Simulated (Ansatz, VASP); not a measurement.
**GaAs in VASP and in Ansatz**

```
Ga As
1.0
     2.82898    2.82898    0.00000
    -2.82898    2.82898    0.00000
     0.00000    0.00000    5.65795
Ga As
2 2
Direct
  0.00000 0.00000 0.00000
  0.50000 0.50000 0.50000
  0.50000 0.00000 0.75000
  0.00000 0.50000 0.25000
```

Alike in both runs: task single point; functional PBEsol; k mesh 10 × 10 × 6; occupations gaussian, width 0.01 eV; no spin polarisation.

|  | VASP | Ansatz |
| --- | --- | --- |
| version | VASP 6.6.1 | Ansatz 0.2.0 |
| potentials or method | VASP PAW PBE potentials, release 64 (Ga_d, As), cutoff 520 eV | scalar-relativistic, plane waves, PAW |
| valence electrons in the cell | 36 | 56 |

|  | VASP | Ansatz | Ansatz less VASP |
| --- | --- | --- | --- |
| gap on the k mesh at the Fermi level (eV) | 0.44 | 0.43 | -0.014 |
| least direct gap on the mesh (eV) | 0.44 | 0.43 | -0.014 |
| pressure (GPa) | 0.2 | 0.0 | -0.16 |

VASP's potentials were made for PBE, not for PBEsol. VASP's potentials hold 36 valence electrons a cell and Ansatz's 56, so a difference there can come from the potentials and not from the codes.
